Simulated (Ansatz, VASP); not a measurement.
# Two plane-wave programs on Cd3Si

```
Cd Si
1.0
     4.98908    0.00000    0.00000
    -2.49454    4.32067    0.00000
     0.00000    0.00000    5.26560
Cd Si
3 1
Direct
  0.00000 0.00000 0.50000
  0.33333 0.66667 0.00000
  0.66667 0.33333 0.00000
  0.00000 0.00000 0.00000
```

Alike in both runs: functional PBE; k mesh 6 × 6 × 4; occupations gaussian, width 0.1 eV; no spin polarisation.

Ansatz relaxed the structure, and its values are those at the end. VASP's run is a single point on that final structure, the one shown.

|  | VASP | Ansatz |
| --- | --- | --- |
| version | VASP 6.6.1 | Ansatz 0.2.0 |
| potentials or method | VASP PAW PBE potentials, release 64 (Cd, Si), cutoff 500 eV | scalar-relativistic, plane waves, PAW |
| valence electrons in the cell | 40 | 64 |

VASP gave:

```
gap on the k mesh at the Fermi level (eV) : none
pressure (GPa)                            : 0.3
```

Q: What did Ansatz give for the same quantities?

A: gap on the k mesh at the Fermi level (eV): none; pressure (GPa): 0.1.

A gap of «none» marks a metal or a gap that the smearing closes. VASP's potentials hold 40 valence electrons a cell and Ansatz's 64, so a difference there can come from the potentials and not from the codes.
